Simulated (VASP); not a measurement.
Runs of VASP 6.6.1 on CdTe. The structure is that of space group F-43m (No. 216), or close to it. The cells are those of the table. 

```tsv
cell	gap on the mesh (eV)	pressure (GPa)
a = 4.450 Å, angles 60.0°, 2 atoms	0.82	3.2
a = 4.492 Å, angles 60.0°, 2 atoms	0.74	1.6
a = 4.650 Å, angles 60.0°, 2 atoms	(a)	(b)
a = 4.612 Å, angles 60.0°, 2 atoms	0.49	-1.9
a = 4.482, b = 4.391 Å, angles 60.7, 58.7, 60.7°, 2 atoms	0.77	3.2
a = 4.533 Å, angles 60.0°, 2 atoms	0.65	0.2
a = 4.524, b = 4.432 Å, angles 60.7, 58.7, 60.7°, 2 atoms	0.68	1.6
a = 4.573 Å, angles 60.0°, 2 atoms	(c)	(d)
```

Alike in all rows: task single point; level LDA; potentials or basis VASP PAW LDA potentials, release 64 (Cd, Te); no spin polarisation; k mesh 8 × 8 × 8; cutoff (eV) 520; smearing gaussian 0.05 eV.

Q: Estimate the missing entries.

A: (a) 0.42; (b) -2.8; (c) 0.57; (d) -0.9.

Caveats: spin-orbit coupling is left out, which moves the levels of the heavy elements.

A k mesh can miss the band edges, and the runs leave out spin-orbit coupling on Cd, Te.
